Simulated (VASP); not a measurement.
Set up this calculation in VASP 6.6.1, as the native input.

```
Task                   : single point
Functional             : LDA
Potentials or basis    : VASP PAW LDA potentials, release 64 (K_sv)
Cutoff                 : 520 eV
k mesh                 : 7 × 7 × 7
Occupations            : fermi-dirac, width 0.1 eV
Spin                   : no spin polarisation
Dipole correction      : no
Further INCAR settings : ALGO = Normal; EDIFF = 1e-06; NBANDS = 10
```

The structure of K lies in POSCAR:

```
K
1.0
   -2.5241928768      2.5241928768      2.5241928768
    2.5241928768     -2.5241928768      2.5241928768
    2.5241928768      2.5241928768     -2.5241928768
K
1
Direct
    0.0000000000      0.0000000000      0.0000000000
```

One way to write it, as run:

INCAR

```
ALGO = Normal ; EDIFF = 1E-6
ENCUT = 520 ; ISIF = 2
ISMEAR = -1 ; LASPH = True
LCHARG = False ; LREAL = False
LWAVE = False ; NBANDS = 10
NELM = 80 ; PREC = Accurate
SIGMA = 0.1
```

KPOINTS

```
k-points
0
Gamma
  7 7 7
```

Potentials or basis: VASP PAW LDA potentials, release 64 (K_sv).

Command:

```console
$ cat potpaw_LDA.64/K_sv/POTCAR > POTCAR
$ mpirun -np 1 vasp_std > vasp.out
```

Results of the run:

```json
{
 "Pressure": "0.0 GPa"
}
```

It took 36 s on 1 thread of AMD EPYC 7R13, on a shared host, peak memory 0.13 GiB.
